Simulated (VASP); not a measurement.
Here is a VASP 6.6.1 calculation.

File INCAR:

```
SYSTEM = In9P7
PREC = Accurate
ENCUT = 520
EDIFF = 1E-7
ISMEAR = 0
SIGMA = 0.02
LREAL = Auto
LASPH = .TRUE.
NELM = 60
ALGO = Normal
ISIF = 2
LWAVE = .FALSE.
LCHARG = .FALSE.
GGA = PE
NBANDS = 90
NELECT = 154.0
```

KPOINTS

```
Automatic mesh
0
G
  3 3 3
  0 0 0
```

File POSCAR:

```
In9P7
1.0
    0.0000000000      5.9597880294     -5.9597880294
    5.9597880294      5.9597880294      0.0000000000
    5.9597880294      0.0000000000     -5.9597880294
In P
9 7
Direct
    0.5010621775      0.5010621775     -0.0031865326
    0.4959628450      0.0013457183      0.0013457183
    1.0013457183      0.4959628450      0.0013457183
    1.0013457183      0.0013457183      0.0013457183
    0.5010621775      0.5010621775      0.5010621775
    0.5010621775     -0.0031865326      0.5010621775
    0.9968134674      0.5010621775      0.5010621775
    1.0013457183      0.0013457183      0.4959628450
    0.3750000000      0.3750000000      0.3750000000
    0.3766646514      0.8733353486      0.3766646514
    0.8733353486      0.3766646514      0.3766646514
    0.8733353486      0.8733353486      0.3766646514
    0.3766646514      0.3766646514      0.8733353486
    0.3766646514      0.8733353486      0.8733353486
    0.8733353486      0.3766646514      0.8733353486
    0.8750000000      0.8750000000      0.8750000000
```

Potentials or basis: VASP PAW PBE potentials, release 64 (In_d, P).

Command:

```console
$ cat potpaw_PBE.64/In_d/POTCAR potpaw_PBE.64/P/POTCAR > POTCAR
$ mpirun -np 1 vasp_std > vasp.out
```

Q: Estimate the largest force.

A: 0.012 eV/Å.

Forces in eV/Å, atoms in the order of the input:
```
In   0.006 -0.006 -0.006
In   0.007 -0.007  0.007
In  -0.007 -0.007 -0.007
In   0.007  0.007 -0.007
In  -0.006 -0.006  0.006
In   0.006  0.006  0.006
In  -0.006  0.006 -0.006
In  -0.007  0.007  0.007
In   0.000  0.000  0.000
P    0.000  0.000 -0.009
P    0.009  0.000  0.000
P    0.000 -0.009  0.000
P    0.000  0.009  0.000
P   -0.009  0.000  0.000
P    0.000  0.000  0.009
P    0.000  0.000  0.000
```

Caveat: the cell carries a net charge on a neutralising background, which shifts energy and pressure.
